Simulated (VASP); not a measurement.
Write the native input for VASP 6.6.1 that does the following.

* Task: single point
* Functional: PBE
* Potentials or basis: VASP PAW PBE potentials, release 64 (K_sv, Br)
* Cutoff: 500 eV
* k mesh: 6 × 6 × 2
* Occupations: gaussian, width 0.01 eV
* Spin: no spin polarisation
* Dipole correction: no
* Further INCAR settings: ALGO = Normal; EDIFF = 1e-06; NBANDS = 24

The structure of KBr lies in POSCAR:

```
KBr
1.0
    4.5592982998      0.0000000000      0.0000000000
   -2.2796491499      3.9484681511      0.0000000000
    0.0000000000      0.0000000000      8.0200647660
K Br
2 2
Direct
    0.0000000000      0.0000000000      0.0000000000
    0.0000000000      0.0000000000      0.5000000000
    0.3333333333      0.6666666667      0.2500000000
    0.6666666667      0.3333333333      0.7500000000
```

These files were run (other wordings do the same):

INCAR

```
ALGO = Normal
EDIFF = 1E-6
ENCUT = 500
GGA = PE
GGA_COMPAT = F
ISIF = 2
ISMEAR = 0
LASPH = T
LCHARG = T
LELF = T
LREAL = F
LVHAR = T
LWAVE = F
NBANDS = 24
NELM = 120
PREC = Accurate
SIGMA = 0.01
```

KPOINTS

```
k-points
0
Gamma
  6 6 2
```

Potentials or basis: VASP PAW PBE potentials, release 64 (K_sv, Br).

Run with:

```console
$ cat potpaw_PBE.64/K_sv/POTCAR potpaw_PBE.64/Br/POTCAR > POTCAR
$ mpirun -np 1 vasp_std > vasp.out
```

Results of the run:

The pressure is 0.7 GPa. The band gap on the k mesh is 4.35 eV, direct.

Wall time 49 s on 1 thread of Intel Xeon 6975P-C, on a shared host, peak memory 0.27 GiB.
